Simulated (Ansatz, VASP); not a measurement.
## HfC: VASP beside Ansatz

The input INCAR:

```
PREC = Accurate
ENCUT = 520
EDIFF = 1E-8
ISMEAR = -1
SIGMA = 0.05
LREAL = False
LASPH = True
NELM = 60
ALGO = Normal
ISIF = 2
LWAVE = False
LCHARG = False
GGA = PS
LEFG = True
NBANDS = 14
```

Contents of KPOINTS:

```
Automatic mesh
0
Gamma
  15 15 15
```

File POSCAR:

```
HfC
1.0
   -0.0232500000      2.3133750000      2.3133750000
    2.3133750000     -0.0232500000      2.3133750000
    2.3133750000      2.3133750000     -0.0232500000
Hf C
1 1
Direct
    0.5000000000      0.5000000000      0.5000000000
    0.0000000000      0.0000000000      0.0000000000
```

Input for Ansatz:

```yaml
crystal:
  lattice:
    - [-0.02325, 2.313375, 2.313375]
    - [2.313375, -0.02325, 2.313375]
    - [2.313375, 2.313375, -0.02325]
  atoms:
    - { symbol: Hf, position: [0.5, 0.5, 0.5] }
    - { symbol: C, position: [0.0, 0.0, 0.0] }
kpoints:
  mp_grid: { grid: [15, 15, 15] }
scf:
  occupations: { method: fermi_dirac, width: 0.05 }
hamiltonian:
  xc: pbesol
  pseudopotentials: { kind: all_electron, datasets: crystal }
output:
  forces: true
  stress: true
  eigenvalues: true
  efg: { contact_densities: true }
```

Change from the starting cell: equal xy, yz and zx shear strains of -1 %, crystal datasets.

Alike in both runs: task electric field gradients; functional PBEsol; k mesh 15 × 15 × 15; occupations fermi-dirac, width 0.05 eV; no spin polarisation.

```csv
,VASP,Ansatz
version,VASP 6.6.1,Ansatz 0.2.0
potentials or method,"VASP PAW PBE potentials, release 64 (Hf_pv, C), cutoff 520 eV","all-electron PAW with datasets made for the crystal, scalar-relativistic"
```

```csv
,VASP,Ansatz,Ansatz less VASP
pressure (GPa),-7.0,-6.5,+0.48
"traceless stress, the component that is largest in VASP (GPa)",1.62,1.62,-0.002
size of Vzz on the site where it differs most (V/Å²),2.5,3.3,+0.77
```

VASP's potentials were made for PBE, not for PBEsol. Ansatz ran all-electron here, and VASP with PAW potentials.

Spin-orbit coupling is off throughout.
